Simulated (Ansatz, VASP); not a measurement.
**TiSi2: VASP beside Ansatz**

Contents of INCAR:

```
ALGO = Normal ; EDIFF = 1E-6
ENCUT = 520 ; GGA = CA
ISIF = 2 ; ISMEAR = -1
LASPH = T ; LCHARG = F
LREAL = F ; LWAVE = F
NBANDS = 29 ; NELM = 60
PREC = Accurate ; SIGMA = 0.05
```

KPOINTS

```
k-points
0
Gamma
  7 7 7
```

Contents of POSCAR:

```
TiSi2
1.0
    0.0000000000      4.1175163063      4.2628978354
    2.3895119538      0.0000000000      4.2628978354
    2.3895119538      4.1175163063      0.0000000000
Ti Si
2 4
Direct
    0.7500000000      0.7500000000      0.7500000000
    0.5000000000      0.5000000000      0.5000000000
    0.4125656100      0.0874343900      0.4125656100
    0.0874343900      0.4125656100      0.0874343900
    0.1625656100      0.8374343900      0.1625656100
    0.8374343900      0.1625656100      0.8374343900
```

File input.yaml:

```yaml
crystal:
  lattice:
    - [0.0, 4.1175163063, 4.2628978354]
    - [2.3895119538, 0.0, 4.2628978354]
    - [2.3895119538, 4.1175163063, 0.0]
  atoms:
    - { symbol: Ti, position: [0.75, 0.75, 0.75] }
    - { symbol: Ti, position: [0.5, 0.5, 0.5] }
    - { symbol: Si, position: [0.41256561, 0.08743439, 0.41256561] }
    - { symbol: Si, position: [0.08743439, 0.41256561, 0.08743439] }
    - { symbol: Si, position: [0.16256561, 0.83743439, 0.16256561] }
    - { symbol: Si, position: [0.83743439, 0.16256561, 0.83743439] }
kpoints:
  mp_grid: { grid: [7, 7, 7] }
  band_path:
    path:
      - [0.0, 0.0, 0.0]
      - [0.5, 0.0, 0.5]
      - [1.0, 0.5, 0.5]
      - [0.5, 0.5, 0.0]
      - [0.0, 0.0, 0.0]
      - [0.0, 0.4127457158, 0.4127457158]
      - [0.5, 0.2443551471, 0.7443551471]
      - [0.5, 0.0, 0.5]
    npoints: 12
scf:
  occupations: { method: fermi_dirac, width: 0.05 }
hamiltonian:
  xc: lda
  pseudopotentials: { kind: all_electron, lapw: { basis_error: 0.002 } }
output:
  forces: true
  stress: true
  eigenvalues: true
```

Alike in both runs: functional LDA; k mesh 7 × 7 × 7; occupations fermi-dirac, width 0.05 eV; no spin polarisation.

|  | VASP | Ansatz |
| --- | --- | --- |
| version | VASP 6.6.1 | Ansatz 0.2.0 |
| potentials or method | VASP PAW LDA potentials, release 64 (Ti_sv, Si), cutoff 520 eV | all-electron LAPW, scalar-relativistic |
| task | single point | band structure |

```csv
,VASP,Ansatz,Ansatz less VASP
gap on the k mesh at the Fermi level (eV),none,none,-
pressure (GPa),-4.9,-5.1,-0.21
"traceless stress, the component that is largest in VASP (GPa)",-0.60,-0.55,+0.049
rms of the force components (eV/Å),0.030,0.030,+0.0003
```

LDA's correlation is that of Perdew and Zunger in VASP and of Perdew and Wang (1992) in Ansatz. Atom by atom the forces differ by 0.000 eV/Å (rms over components). A gap of «none» marks a metal or a gap that the smearing closes. Ansatz ran all-electron here, and VASP with PAW potentials.
